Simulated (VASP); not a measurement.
# CuI (Cmcm) in VASP: a series of runs

CuI is run at these levels: PBE; tasks: electric field gradients.

Everything below comes from runs of VASP 6.6.1. Logs are shortened: lines on timing, memory, paths and dates and some standing lists are left out, and cuts for length are marked.

## 1. The cell of the first run

Symmetry: Cmcm, No. 63, orthorhombic system. The conventional cell has a = 7.416 Å, b = 7.372 Å, c = 4.278 Å, α = 90.00°, β = 90.00°, γ = 90.00°. Within 3.2 Å of Cu (site symmetry m2m) lie 2 Cu at 2.44 Å and 3 I at 2.56 to 2.58 Å. I (site symmetry m2m) has 3 Cu at 2.56 to 2.58 Å within 3.4 Å.

## 2. Electric field gradients, PBE (volume scaled by 0.98)

File INCAR:

```
ALGO = Normal
EDIFF = 1E-8
ENCUT = 520
GGA = PE
ISIF = 2
ISMEAR = -1
LASPH = True
LCHARG = False
LEFG = True
LREAL = False
LWAVE = False
NBANDS = 26
NELM = 100
PREC = Accurate
SIGMA = 0.02
```

File KPOINTS:

```
k-points
0
Gamma
  5 5 6
```

File POSCAR:

```
CuI
1.0
    3.7081120190     -3.6861789996      0.0000000000
    3.7081120190      3.6861789996      0.0000000000
    0.0000000000      0.0000000000      4.2780907744
Cu I
2 2
Direct
    0.4204388300      0.5795611700      0.7500000000
    0.5795611700      0.4204388300      0.2500000000
    0.7700426800      0.2299573200      0.7500000000
    0.2299573200      0.7700426800      0.2500000000
```

Potentials or basis: VASP PAW PBE potentials, release 64 (Cu, I).

On the command line:

```
cat potpaw_PBE.64/Cu/POTCAR potpaw_PBE.64/I/POTCAR > POTCAR
mpirun -np 1 vasp_std > vasp.out
```

OUTCAR:

```text
EDIFF = 1E-8
   ENCUT = 520
   GGA = PE
   ISIF = 2
   ISMEAR = -1
   LASPH = True
   LREAL = False
   NELM = 100
   PREC = Accurate

 ion  position               nearest neighbor table
   1  0.420  0.580  0.750-   2 2.44   2 2.44   4 2.56   4 2.56   3 2.58
   2  0.580  0.420  0.250-   1 2.44   1 2.44   3 2.56   3 2.56   4 2.58
   3  0.770  0.230  0.750-   2 2.56   2 2.56   1 2.58
   4  0.230  0.770  0.250-   1 2.56   1 2.56   2 2.58

  LATTYP: Found a base centered orthorhombic cell.
 ALAT       =     7.3723579992
 B/A-ratio  =     1.0059500690
 C/A-ratio  =     0.5802879859

  Lattice vectors:

 A1 = (  -3.7081120190,  -3.6861789996,   0.0000000000)
 A2 = (   3.7081120190,  -3.6861789996,   0.0000000000)
 A3 = (   0.0000000000,   0.0000000000,   4.2780907744)

Analysis of symmetry for initial positions (statically):
=====================================================================
 Subroutine PRICEL returns:
 Original cell was already a primitive cell.

 Routine SETGRP: Setting up the symmetry group for a
 base centered orthorhombic supercell.

 Subroutine GETGRP returns: Found  8 space group operations
 (whereof  4 operations were pure point group operations)
 out of a pool of  8 trial point group operations.

The static configuration has the point symmetry C_2h.
 The point group associated with its full space group is D_2h.

Analysis of symmetry for dynamics (positions and initial velocities):
=====================================================================
 Subroutine PRICEL returns:
 Original cell was already a primitive cell.

 Routine SETGRP: Setting up the symmetry group for a
 base centered orthorhombic supercell.

 Subroutine GETGRP returns: Found  8 space group operations
 (whereof  4 operations were pure point group operations)
 out of a pool of  8 trial point group operations.

The dynamic configuration has the point symmetry C_2h.
 The point group associated with its full space group is D_2h.

 Subroutine INISYM returns: Found  8 space group operations
 (whereof  4 operations are pure point group operations),
 and found     1 'primitive' translations

----------------------------------------------------------------------------------------

                                     Primitive cell

  volume of cell :     116.9524

  direct lattice vectors                    reciprocal lattice vectors
     3.708112019 -3.686179000  0.000000000     0.134839508 -0.135641812  0.000000000
     3.708112019  3.686179000  0.000000000     0.134839508  0.135641812  0.000000000
     0.000000000  0.000000000  4.278090774     0.000000000  0.000000000  0.233749131

  length of vectors
     5.228576323  5.228576323  4.278090774     0.191260017  0.191260017  0.233749131

  position of ions in fractional coordinates (direct lattice)
     0.420438830  0.579561170  0.750000000
     0.579561170  0.420438830  0.250000000
     0.770042680  0.229957320  0.750000000
     0.229957320  0.770042680  0.250000000

  ion indices of the primitive-cell ions
   primitive index   ion index
                 1           1
                 2           2
                 3           3
                 4           4

----------------------------------------------------------------------------------------

 KPOINTS: k-points

Automatic generation of k-mesh.
 Grid dimensions read from file:
 generate k-points for:    5    5    6

 Generating k-lattice:

  Cartesian coordinates                     Fractional coordinates (reciprocal lattice)
     0.026967902 -0.027128362  0.000000000     0.200000000  0.000000000  0.000000000
     0.026967902  0.027128362  0.000000000     0.000000000  0.200000000  0.000000000
     0.000000000  0.000000000  0.038958188     0.000000000  0.000000000  0.166666667

  Length of vectors
     0.038252003  0.038252003  0.038958188

  Shift w.r.t. Gamma in fractional coordinates (k-lattice)
     0.000000000  0.000000000  0.000000000

 Subroutine IBZKPT returns following result:
 ===========================================

 Found     36 irreducible k-points:

 Following reciprocal coordinates:
            Coordinates               Weight
  0.000000  0.000000  0.000000      1.000000
  0.200000  0.000000  0.000000      4.000000
  0.400000 -0.000000  0.000000      4.000000
  0.200000  0.200000  0.000000      2.000000
  0.400000  0.200000  0.000000      4.000000
 -0.400000  0.200000  0.000000      4.000000
[... 16 lines left out ...]
  0.400000  0.200000  0.333333      8.000000
 -0.400000  0.200000  0.333333      8.000000
 [... further k-points ...]
   k-points           NKPTS =     36   k-points in BZ     NKDIM =     36   number of bands    NBANDS=     26
   number of dos      NEDOS =    301   number of ions     NIONS =      4
   total plane-waves  NPLWV =  51200
   dimension x,y,z NGX =    40 NGY =   40 NGZ =   32
   dimension x,y,z NGXF=    80 NGYF=   80 NGZF=   64
   ions per type =               2   2
   NGX,Y,Z   is equivalent  to a cutoff of  12.72, 12.72, 12.44 a.u.
   NGXF,Y,Z  is equivalent  to a cutoff of  25.44, 25.44, 24.87 a.u.
 SYSTEM =  unknown system
   PREC   = accura    normal or accurate (medium, high low for compatibility)
   ISTART =      0    job   : 0-new  1-cont  2-samecut
   ICHARG =      2    charge: 1-file 2-atom 10-const
   ISPIN  =      1    spin polarized calculation?
   LNONCOLLINEAR =      F non collinear calculations
   LSORBIT =      F    spin-orbit coupling
   LASPH  =      T    aspherical Exc in radial PAW
   ENCUT  =  520.0 eV  38.22 Ry    6.18 a.u.   9.72  9.72  7.95*2*pi/ulx,y,z
   NELM   =    100;   NELMIN=  2; NELMDL= -5     # of ELM steps
   EDIFF  = 0.1E-07   stopping-criterion for ELM
   LREAL  =      F    real-space projection
   EDIFFG = 0.1E-06   stopping-criterion for IOM
   NSW    =      0    number of steps for IOM
   IBRION =     -1    ionic relax: 0-MD 1-quasi-New 2-CG
   NFREE  =      0    steps in history (QN), initial steepest desc. (CG)
   ISIF   =      2    stress and relaxation
   ISYM   =      2    0-nonsym 1-usesym 2-fastsym
   POTIM  = 0.5000    time-step for ionic-motion
   TEBEG  =    0.0;   TEEND  =   0.0 temperature during run
   PSTRESS=    0.0 pullay stress
   NELECT =      36.0000    total number of electrons
   NUPDOWN=      -1.0000    fix difference up-down
   EMIN   =  10.00;   EMAX   =-10.00  energy-range for DOS
   EFERMI =   0.00;   METHOD = LEGACY
   ISMEAR =    -1;   SIGMA  =   0.02  broadening in eV -4-tet -1-fermi 0-gaus
   EFERMI_NEDOS =   21; number of points for ismear=-14 and -15
   IALGO  =     38    algorithm
   IMIX   =      4    mixing-type and parameters
     AMIX     =   0.40;   BMIX     =  1.00
     AMIX_MAG =   1.60;   BMIX_MAG =  1.00
  volume/ion in A,a.u.               =      29.24       197.31
  Fermi-wavevector in a.u.,A,eV,Ry     =   1.105366  2.088838 16.624046  1.221833
  Thomas-Fermi vector in A             =   2.241852
   LORBIT       =      0    0 simple, 1 ext, 2 COOP (PROOUT), +10 PAW based schemes
   GGA     = PE    functional components
   LHFCALC =     F    Hartree Fock is set to
   AEXX    =    0.0000 exact exchange contribution
   IVDW    =     0    specifies the selected vdW correction
   LEPSILON=     F    determine dielectric tensor
   LRPA    =     F    only Hartree local field effects (RPA)
 non-spin polarized calculation
  energy-cutoff  :      520.00
  volume of cell :      116.95
 maximum number of plane-waves:      3172
   NGX = 19   NGY = 19   NGZ = 15

 number of electron      36.0000001 magnetization

 Free energy of the ion-electron system (eV)
  ---------------------------------------------------
  ext. energy  EPLUGINS =         0.00000000
  ---------------------------------------------------
  free energy    TOTEN  =       -10.89676343 eV

  energy without entropy =      -10.89676343  energy(sigma->0) =      -10.89676343

 E-fermi :   4.5141     XC(G=0):  -8.6805

 val. band max:        4.0746892537   @ k =   0.0000   0.0000   0.0000
 cond. band min:       5.1319481066   @ k =   0.0000   0.0000   0.0000
 fundamental gap:      1.0572588529
 Fermi energy:         4.5141403352

 k-point     1 :       0.0000    0.0000    0.0000
  band No.  band energies     occupation
      1      -9.8933      2.00000
      2      -9.1111      2.00000
      3      -1.5966      2.00000
      4      -0.2641      2.00000
      5      -0.0430      2.00000
      6       0.0185      2.00000
[... 18 lines left out ...]
     25      12.1806      0.00000
     26      12.6145      0.00000

 k-point     2 :       0.2000    0.0000    0.0000
  band No.  band energies     occupation
      1      -9.8211      2.00000
      2      -9.1845      2.00000
      3      -1.5197      2.00000
      4      -0.4294      2.00000
      5      -0.1532      2.00000
      6       0.0927      2.00000
[... 18 lines left out ...]
     25      12.1469      0.00000
     26      12.2217      0.00000

 k-point     3 :       0.4000   -0.0000    0.0000
  band No.  band energies     occupation
      1      -9.6341      2.00000
      2      -9.3737      2.00000
      3      -1.2888      2.00000
      4      -0.8134      2.00000
      5      -0.2442      2.00000
      6       0.3074      2.00000
[... 18 lines left out ...]
     25      11.3847      0.00000
     26      11.4688      0.00000

 k-point     4 :       0.2000    0.2000    0.0000
  band No.  band energies     occupation
      1      -9.7851      2.00000
      2      -9.2040      2.00000
      3      -1.7859      2.00000
      4      -0.2557      2.00000
      5      -0.1108      2.00000
      6       0.2135      2.00000
[... 18 lines left out ...]
     25      11.0756      0.00000
     26      12.0150      0.00000
[... 496 lines left out ...]
      1      -9.4831      2.00000
      2      -9.1773      2.00000
      3      -1.5175      2.00000
      4      -1.0336      2.00000
      5      -0.5904      2.00000
      6      -0.1032      2.00000
[... 18 lines left out ...]
     25      10.8689      0.00000
     26      11.2554      0.00000

 k-point    23 :       0.4000    0.2000    0.3333
  band No.  band energies     occupation
      1      -9.3968      2.00000
      2      -9.2362      2.00000
      3      -1.6971      2.00000
      4      -1.1012      2.00000
      5      -0.4758      2.00000
      6      -0.0006      2.00000
[... 18 lines left out ...]
     25      11.0571      0.00000
     26      11.6852      0.00000

 k-point    24 :      -0.4000    0.2000    0.3333
  band No.  band energies     occupation
      1      -9.3506      2.00000
      2      -9.2838      2.00000
      3      -1.7762      2.00000
      4      -1.2189      2.00000
      5      -0.1767      2.00000
      6       0.1396      2.00000
[... 18 lines left out ...]
     25      11.6193      0.00000
     26      12.1462      0.00000

 [... further k-points ...]

------------------------ aborting loop because EDIFF is reached ----------------------------------------

  FORCE on cell =-STRESS in cart. coord.  units (eV):
  Direction    XX          YY          ZZ          XY          YZ          ZX
  --------------------------------------------------------------------------------------
  -------------------------------------------------------------------------------------
  Total        0.7649897      2.0455076      2.1967610      0.0000000     -0.0000000      0.0000000
  in kB       10.4798942     28.0222132     30.0942928      0.0000000     -0.0000000      0.0000000
  external PRESSURE =      22.8654667 kB  Pullay stress =       0.0000000 kB

 VOLUME and BASIS-vectors are now :
 -----------------------------------------------------------------------------
  energy-cutoff  :      520.00
  volume of cell :      116.95
      direct lattice vectors                 reciprocal lattice vectors
     3.708112019 -3.686179000  0.000000000     0.134839508 -0.135641812  0.000000000
     3.708112019  3.686179000  0.000000000     0.134839508  0.135641812  0.000000000
     0.000000000  0.000000000  4.278090774     0.000000000  0.000000000  0.233749131

 POSITION                                       TOTAL-FORCE (eV/Angst)
 -----------------------------------------------------------------------------------
      3.70811      0.58655      3.20857         0.000000      0.163041      0.000000
      3.70811     -0.58655      1.06952         0.000000     -0.163041      0.000000
      3.70811     -1.99085      3.20857         0.000000     -0.320052     -0.000000
      3.70811      1.99085      1.06952         0.000000      0.320052     -0.000000
 -----------------------------------------------------------------------------------
    total drift:                                0.000000     -0.000000      0.000000

  FREE ENERGIE OF THE ION-ELECTRON SYSTEM (eV)
  ---------------------------------------------------
  free  energy   TOTEN  =       -10.8967634333 eV

  energy  without entropy=      -10.8967634333  energy(sigma->0) =      -10.89676343

 Electric field gradients (V/A^2)
---------------------------------------------------------------------
 ion       V_xx      V_yy      V_zz      V_xy      V_xz      V_yz
---------------------------------------------------------------------
   1      57.616   -15.521   -42.095     0.000    -0.000     0.000
   2      57.616   -15.521   -42.095    -0.000    -0.000     0.000
   3    -396.483   294.923   101.560    -0.000     0.000    -0.000
   4    -396.483   294.923   101.560     0.000    -0.000     0.000
---------------------------------------------------------------------

 Electric field gradients after diagonalization (V/A^2)
 (convention: |V_zz| > |V_xx| > |V_yy|)
----------------------------------------------------------------------
 ion       V_xx      V_yy      V_zz     asymmetry (V_yy - V_xx)/ V_zz
----------------------------------------------------------------------
   1     -42.095   -15.521    57.616       0.461
   2     -42.095   -15.521    57.616       0.461
   3     294.923   101.560  -396.483       0.488
   4     294.923   101.560  -396.483       0.488
----------------------------------------------------------------------

           NMR quadrupolar parameters

 Cq : quadrupolar parameter    Cq=e*Q*V_zz/h
 eta: asymmetry parameters     (V_yy - V_xx)/ V_zz
 Q  : nuclear electric quadrupole moment in mb (millibarn)
----------------------------------------------------------------------
 ion       Cq(MHz)       eta       Q (mb)
----------------------------------------------------------------------
   1       0.139       0.461       1.000
   2       0.139       0.461       1.000
   3      -0.959       0.488       1.000
   4      -0.959       0.488       1.000
----------------------------------------------------------------------
```

Wall time 66 s (1 thread of Intel Xeon 6975P-C (Granite Rapids), shared host); peak memory 0.26 GiB.

Results:

```
Free energy            : -10.8968 eV
Pressure               : 2.3 GPa
Largest force          : 0.320 eV/Å
Band gap on the k mesh : 1.06 eV, direct
```

Forces on the atoms (eV/Å):
```
Cu   0.000  0.163  0.000
Cu   0.000 -0.163  0.000
I    0.000 -0.320  0.000
I    0.000  0.320  0.000
```

Levels at points of the mesh, in eV from the valence-band top:
```csv
k point,band 15,band 16,band 17,band 18,band 19,band 20,band 21,band 22
"(0.00, 0.00, 0.00)",-1.88,-1.55,-0.95,0.00,1.06,1.66,2.43,4.60
"(0.00, 0.00, 0.50)",-1.88,-1.88,-1.66,-1.66,3.74,3.74,3.76,3.76
```

Electric field gradients, principal values (V/Å²):
```csv
atom,least,middle,greatest (by size)
1 Cu,-15.521,-42.095,57.616
2 Cu,-15.521,-42.095,57.616
3 I,101.560,294.923,-396.483
4 I,101.560,294.923,-396.483
```

Caveat: without QUAD_EFG the Cq values of the log hold for a quadrupole moment of 1 mb, not for the nuclei; spin-orbit coupling is left out, which moves the levels of the heavy elements. A k mesh can miss the band edges.

(Continued in part 2 of 3.)
